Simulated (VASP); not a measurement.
HgS: single point with PBEsol

The system is HgS.

```
CELL_PARAMETERS angstrom
0.00000 2.93803 2.93803
2.93803 0.00000 2.93803
2.93803 2.93803 0.00000
ATOMIC_POSITIONS crystal
Hg 0.00000 0.00000 0.00000
S 0.75000 0.75000 0.75000
```

| Quantity | Value |
| --- | --- |
| Program | VASP 6.6.1 |
| Task | single point |
| Functional | PBEsol |
| Potentials or basis | VASP PAW PBE potentials, release 64 (Hg, S) |
| Cutoff | 500 eV |
| k mesh | 8 × 8 × 8 |
| Occupations | gaussian, width 0.05 eV |
| Spin | no spin polarisation |
| Dipole correction | no |
| Further INCAR settings | ALGO = Normal; EDIFF = 1e-06; NBANDS = 16 |

```
Pressure               : 0.4 GPa
Band gap on the k mesh : zero (filled and empty bands touch)
```

Levels at points of the mesh, in eV from the Fermi level:
```csv
k point,band 5,band 6,band 7,band 8,band 9,band 10,band 11,band 12,band 13,band 14
"(0.00, 0.00, 0.00)",-6.17,-6.17,-0.58,-0.02,-0.02,-0.02,5.94,5.94,5.94,9.67
"(0.50, 0.00, 0.00)",-6.10,-5.77,-5.53,-0.98,-0.98,1.49,6.67,6.67,6.77,9.98
"(0.50, 0.50, 0.00)",-6.01,-5.75,-4.88,-2.33,-2.33,3.13,3.29,8.36,10.09,10.09
```

Wall time 18 s on 1 thread of Intel Xeon 6975P-C (shared host), peak memory 0.18 GiB.

Caveat: the PAW data sets were made with another functional, which shifts forces and pressure a little; spin-orbit coupling is left out, which moves the levels of the heavy elements.
